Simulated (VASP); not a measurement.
Write the native input for VASP 6.6.1 that does the following.

- Task: single point
- Functional: PBE
- Dispersion: D3(BJ)
- Potentials or basis: VASP PAW PBE potentials, release 64 (Mg_sv, O)
- Cutoff: 840 eV
- k mesh: 8 × 8 × 8
- Occupations: gaussian, width 0.1 eV
- Spin: no spin polarisation
- Dipole correction: no
- Further INCAR settings: ALGO = Normal; EDIFF = 1e-06; NBANDS = 15

The structure of MgO lies in POSCAR:

```
MgO
1.0
    0.0000000000      2.1100000000      2.1100000000
    2.1100000000      0.0000000000      2.1100000000
    2.1100000000      2.1100000000      0.0000000000
Mg O
1 1
Direct
    0.0000000000      0.0000000000      0.0000000000
    0.5000000000      0.5000000000      0.5000000000
```

The input as run:

INCAR

```
ALGO     = Normal         # electronic algorithm
EDIFF    = 1E-6           # SCF threshold, eV
ENCUT    = 840            # plane-wave cutoff, eV
GGA      = PE             # functional
GGA_COMPAT= F            
ISIF     = 2              # what is computed and relaxed
ISMEAR   = 0              # smearing method
IVDW     = 12             # dispersion correction
LASPH    = T              # aspherical terms in the spheres
LCHARG   = F              # write CHGCAR
LREAL    = F              # projectors in reciprocal space
LWAVE    = F              # write WAVECAR
NBANDS   = 15             # bands
NELM     = 120            # most SCF steps
PREC     = Accurate       # precision mode
SIGMA    = 0.1            # smearing width, eV
```

KPOINTS

```
k-points
0
Gamma
  8 8 8
```

Potentials or basis: VASP PAW PBE potentials, release 64 (Mg_sv, O).

Run with:

```console
$ cat potpaw_PBE.64/Mg_sv/POTCAR potpaw_PBE.64/O/POTCAR > POTCAR
$ mpirun -np 1 vasp_std > vasp.out
```

Results of the run:

```
Pressure                   : -1.3 GPa
Band gap on the k mesh     : 4.69 eV
Dispersion energy per atom : -0.291 eV
```

Run time: 12 s on 1 thread of Intel(R) Xeon(R) Platinum 8375C CPU @ 2.90GHz (Ice Lake), with other jobs on the host, peak memory 0.16 GiB.
